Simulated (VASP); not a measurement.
# W (Fm-3m) in VASP: a series of runs

Runs on W. Level: LDA. Tasks: single point, relaxation of cell and atoms.

Everything below comes from runs of VASP 6.6.1. Logs are shortened: lines on timing, memory, paths and dates and some standing lists are left out, and cuts for length are marked.

**1. The cell of the first run**

Symmetry: Fm-3m, No. 225, cubic system. The conventional cell has a = 4.036 Å, b = 4.036 Å, c = 4.036 Å, α = 90.00°, β = 90.00°, γ = 90.00°. Within 3.8 Å of W (site symmetry m-3m) lie 12 W at 2.85 Å.

This isn't the form of W at room conditions, which is bcc.

**2. Single point, LDA**

INCAR reads:

```
SYSTEM = W
PREC = Accurate
ENCUT = 520
EDIFF = 1E-6
ISMEAR = -1
SIGMA = 0.05
LREAL = .False.
LASPH = .True.
NELM = 60
ALGO = Normal
ISIF = 2
LWAVE = .False.
LCHARG = .True.
GGA = CA
LELF = .True.
LVHAR = .True.
NBANDS = 13
```

KPOINTS reads:

```
Automatic mesh
0
Gamma
  18 18 18
  0 0 0
```

POSCAR reads:

```
W
1.0
    0.0000000000      2.0179259504      2.0179259504
    2.0179259504      0.0000000000      2.0179259504
    2.0179259504      2.0179259504      0.0000000000
W
1
Direct
    0.0000000000      0.0000000000      0.0000000000
```

Potentials or basis: VASP PAW LDA potentials, release 64 (W_sv).

The run is started by

```sh
$ cat potpaw_LDA.64/W_sv/POTCAR > POTCAR
$ mpirun -np 1 vasp_std > vasp.out
```

OUTCAR:

```text
SYSTEM = W
   PREC = Accurate
   ENCUT = 520
   EDIFF = 1E-6
   ISMEAR = -1
   LREAL = .False.
   LASPH = .True.
   NELM = 60
   ISIF = 2
   GGA = CA

 ion  position               nearest neighbor table
   1  0.000  0.000  0.000-

  LATTYP: Found a face centered cubic cell.
 ALAT       =     4.0358519008

  Lattice vectors:

 A1 = (   0.0000000000,   2.0179259504,   2.0179259504)
 A2 = (   2.0179259504,   0.0000000000,   2.0179259504)
 A3 = (   2.0179259504,   2.0179259504,   0.0000000000)

Analysis of symmetry for initial positions (statically):
=====================================================================
 Subroutine PRICEL returns:
 Original cell was already a primitive cell.

 Routine SETGRP: Setting up the symmetry group for a
 face centered cubic supercell.

 Subroutine GETGRP returns: Found 48 space group operations
 (whereof 48 operations were pure point group operations)
 out of a pool of 48 trial point group operations.

The static configuration has the point symmetry O_h .

Analysis of symmetry for dynamics (positions and initial velocities):
=====================================================================
 Subroutine PRICEL returns:
 Original cell was already a primitive cell.

 Routine SETGRP: Setting up the symmetry group for a
 face centered cubic supercell.

 Subroutine GETGRP returns: Found 48 space group operations
 (whereof 48 operations were pure point group operations)
 out of a pool of 48 trial point group operations.

The dynamic configuration has the point symmetry O_h .

 Subroutine INISYM returns: Found 48 space group operations
 (whereof 48 operations are pure point group operations),
 and found     1 'primitive' translations

----------------------------------------------------------------------------------------

                                     Primitive cell

  volume of cell :      16.4341

  direct lattice vectors                    reciprocal lattice vectors
     0.000000000  2.017925950  2.017925950    -0.247779162  0.247779162  0.247779162
     2.017925950  0.000000000  2.017925950     0.247779162 -0.247779162  0.247779162
     2.017925950  2.017925950  0.000000000     0.247779162  0.247779162 -0.247779162

  length of vectors
     2.853778247  2.853778247  2.853778247     0.429166097  0.429166097  0.429166097

  position of ions in fractional coordinates (direct lattice)
     0.000000000  0.000000000  0.000000000

  ion indices of the primitive-cell ions
[... 80 lines left out ...]
   ISIF   =      2    stress and relaxation
   ISYM   =      2    0-nonsym 1-usesym 2-fastsym
   POTIM  = 0.5000    time-step for ionic-motion
   TEBEG  =    0.0;   TEEND  =   0.0 temperature during run
   PSTRESS=    0.0 pullay stress
   NELECT =      14.0000    total number of electrons
   NUPDOWN=      -1.0000    fix difference up-down
   EMIN   =  10.00;   EMAX   =-10.00  energy-range for DOS
   EFERMI =   0.00;   METHOD = LEGACY
   ISMEAR =    -1;   SIGMA  =   0.05  broadening in eV -4-tet -1-fermi 0-gaus
   EFERMI_NEDOS =   21; number of points for ismear=-14 and -15
   IALGO  =     38    algorithm
   IMIX   =      4    mixing-type and parameters
     AMIX     =   0.40;   BMIX     =  1.00
     AMIX_MAG =   1.60;   BMIX_MAG =  1.00
  volume/ion in A,a.u.               =      16.43       110.90
  Fermi-wavevector in a.u.,A,eV,Ry     =   1.551919  2.932701 32.768972  2.408451
  Thomas-Fermi vector in A             =   2.656369
   LORBIT       =      0    0 simple, 1 ext, 2 COOP (PROOUT), +10 PAW based schemes
   GGA     = CA    functional components
   LHFCALC =     F    Hartree Fock is set to
   AEXX    =    0.0000 exact exchange contribution
   IVDW    =     0    specifies the selected vdW correction
   LEPSILON=     F    determine dielectric tensor
   LRPA    =     F    only Hartree local field effects (RPA)
 non-spin polarized calculation
  energy-cutoff  :      520.00
  volume of cell :       16.43
 maximum number of plane-waves:       459
 NGX is ok and might be reduce to    24
   NGX = 11   NGY = 11   NGZ = 11

 number of electron      14.0000002 magnetization

 Free energy of the ion-electron system (eV)
  ---------------------------------------------------
  ext. energy  EPLUGINS =         0.00000000
  ---------------------------------------------------
  free energy    TOTEN  =       -13.59186962 eV

  energy without entropy =      -13.58129227  energy(sigma->0) =      -13.58658094

 E-fermi :  10.3220     XC(G=0): -13.6175

 val. band max:       10.3211794686   @ k =  -0.2778   0.1111   0.0000
 cond. band min:      10.3283724752   @ k =   0.2222   0.0556   0.0000
 fundamental gap:      0.0071930067
 Fermi energy:        10.3219741107

 k-point     1 :       0.0000    0.0000    0.0000
  band No.  band energies     occupation
      1     -62.8935      2.00000
      2     -26.7723      2.00000
      3     -26.7723      2.00000
      4     -26.7723      2.00000
      5       1.4392      2.00000
      6       9.7511      1.99998
      7       9.7511      1.99998
      8       9.7511      1.99998
      9      12.8332      0.00000
     10      12.8332      0.00000
     11      23.2084      0.00000
     12      28.3515      0.00000
     13      28.3515      0.00000
[... 354 lines left out ...]
  band No.  band energies     occupation
      1     -62.8402      2.00000
      2     -27.3432      2.00000
      3     -26.8857      2.00000
      4     -26.8341      2.00000
      5       3.6492      2.00000
      6       8.6963      2.00000
      7      10.1583      1.92706
      8      10.3028      1.18977
      9      12.3666      0.00000
     10      13.3924      0.00000
     11      23.8304      0.00000
     12      27.2215      0.00000
     13      31.4206      0.00000

 [... further k-points ...]

------------------------ aborting loop because EDIFF is reached ----------------------------------------

  FORCE on cell =-STRESS in cart. coord.  units (eV):
  Direction    XX          YY          ZZ          XY          YZ          ZX
  --------------------------------------------------------------------------------------
  -------------------------------------------------------------------------------------
  Total       -1.2236457     -1.2236457     -1.2236457      0.0000000      0.0000000      0.0000000
  in kB     -119.2945493   -119.2945493   -119.2945493      0.0000000      0.0000000      0.0000000
  external PRESSURE =    -119.2945493 kB  Pullay stress =       0.0000000 kB

 VOLUME and BASIS-vectors are now :
 -----------------------------------------------------------------------------
  energy-cutoff  :      520.00
  volume of cell :       16.43
      direct lattice vectors                 reciprocal lattice vectors
     0.000000000  2.017925950  2.017925950    -0.247779162  0.247779162  0.247779162
     2.017925950  0.000000000  2.017925950     0.247779162 -0.247779162  0.247779162
     2.017925950  2.017925950  0.000000000     0.247779162  0.247779162 -0.247779162

 POSITION                                       TOTAL-FORCE (eV/Angst)
 -----------------------------------------------------------------------------------
      0.00000      0.00000      0.00000        -0.000000      0.000000      0.000000
 -----------------------------------------------------------------------------------
    total drift:                               -0.000000      0.000000      0.000000

  FREE ENERGIE OF THE ION-ELECTRON SYSTEM (eV)
  ---------------------------------------------------
  free  energy   TOTEN  =       -13.5918696160 eV

  energy  without entropy=      -13.5812922690  energy(sigma->0) =      -13.58658094
```

OSZICAR:

```text
N       E                     dE             d eps       ncg     rms          rms(c)
DAV:   1     0.843988473538E+02    0.84399E+02   -0.74888E+03  5102   0.122E+03
DAV:   2    -0.126122498194E+02   -0.97011E+02   -0.93494E+02  5620   0.317E+02
DAV:   3    -0.142639259732E+02   -0.16517E+01   -0.16404E+01  5665   0.398E+01
DAV:   4    -0.142711323756E+02   -0.72064E-02   -0.72061E-02  5630   0.289E+00
DAV:   5    -0.142711969969E+02   -0.64621E-04   -0.64620E-04  5785   0.259E-01    0.191E+01
DAV:   6    -0.137271928194E+02    0.54400E+00   -0.45410E-01  5385   0.855E+00    0.725E+00
DAV:   7    -0.135972593165E+02    0.12993E+00   -0.19436E-01  5695   0.520E+00    0.476E-01
DAV:   8    -0.135919255611E+02    0.53338E-02   -0.42061E-03  5140   0.872E-01    0.629E-02
DAV:   9    -0.135918646775E+02    0.60884E-04   -0.79235E-05  6207   0.986E-02    0.368E-02
DAV:  10    -0.135918696667E+02   -0.49892E-05   -0.39956E-06  5395   0.247E-02    0.744E-03
DAV:  11    -0.135918696160E+02    0.50616E-07   -0.11886E-07  2870   0.357E-03
   1 F= -.13591870E+02 E0= -.13586581E+02  d E =-.105773E-01
```

It took 11 s on 1 thread of Intel Xeon 6975P-C (Granite Rapids), shared host; peak memory 0.16 GiB.

Results:

```yaml
Free_energy: -13.5919 eV
Pressure: -11.9 GPa
Band_gap_on_the_k_mesh: zero (bands 7 and 8 overlap by 3.77 eV)
```

Caveat: the cell stands under tension; spin-orbit coupling is left out, which moves the levels of the heavy elements.

**3. Relaxation of cell and atoms, LDA**

This run uses another cell than the first one, of 15.68 Å³/atom.

INCAR reads:

```
SYSTEM = W
  PREC = Accurate
  ENCUT = 600
  EDIFF = 1E-6
  ISMEAR = -1
  SIGMA = 0.05
  LREAL = .FALSE.
  LASPH = .TRUE.
  NELM = 80
  ALGO = Normal
  ISIF = 3
  LWAVE = .FALSE.
  LCHARG = .FALSE.
  IBRION = 2
  NSW = 45
  EDIFFG = -0.005
```

KPOINTS reads:

```
regular mesh
0
G
  18 18 18
  0 0 0
```

POSCAR reads:

```
W
1.0
    0.0000000000      1.9864163674      1.9864163674
    1.9864163674      0.0000000000      1.9864163674
    1.9864163674      1.9864163674      0.0000000000
W
1
Direct
    0.0000000000      0.0000000000      0.0000000000
```

Potentials or basis: VASP PAW LDA potentials, release 64 (W_sv).

The run is started by

```sh
$ cat potpaw_LDA.64/W_sv/POTCAR > POTCAR
$ mpirun -np 1 vasp_std > vasp.out
```

It took 19 s on 1 thread of Intel Xeon 6975P-C (Granite Rapids), shared host; peak memory 0.16 GiB.

The run converged. Its results:

```yaml
Free_energy: -13.6172 eV
Relaxed_volume: 15.77 Å³/atom
Relaxed_cell: a = 2.815 Å, b = 2.815 Å, c = 2.815 Å, α = 60.00°, β = 60.00°, γ = 60.00°
Space_group_after_relaxing_to_0.1_Å: Fm-3m (No. 225)
Energy_gained_by_relaxing: 0.6 meV/atom
Ionic_steps: 3
Pressure_after_relaxing: 0.0 GPa
Band_gap_on_the_k_mesh: zero (bands 7 and 8 overlap by 4.07 eV)
```

Step by step:
| step | energy change (eV) | largest force (eV/Å) | pressure (GPa) | volume (Å³) |
| --- | --- | --- | --- | --- |
| 1 | 0.0000 | 0.0000 | 1.89 | 15.68 |
| 2 | 0.0060 | 0.0000 | -6.23 | 16.10 |
| 3 | -0.0006 | 0.0000 | -0.02 | 15.77 |

Final structure:
```
CELL_PARAMETERS angstrom
0.00000 1.99039 1.99039
1.99039 0.00000 1.99039
1.99039 1.99039 0.00000
ATOMIC_POSITIONS crystal
W 0.00000 0.00000 0.00000
```

Levels at points of the mesh, in eV from the Fermi level:
```csv
k point,band 5,band 6,band 7,band 8,band 9,band 10
"(0.00, 0.00, 0.00)",-9.09,-0.62,-0.62,-0.62,2.65,2.65
"(0.50, 0.00, 0.00)",-5.77,-0.87,-0.87,0.94,5.31,5.31
"(0.50, 0.50, 0.00)",-5.75,-4.75,3.45,5.25,6.10,6.10
```

Caveat: spin-orbit coupling is left out, which moves the levels of the heavy elements.
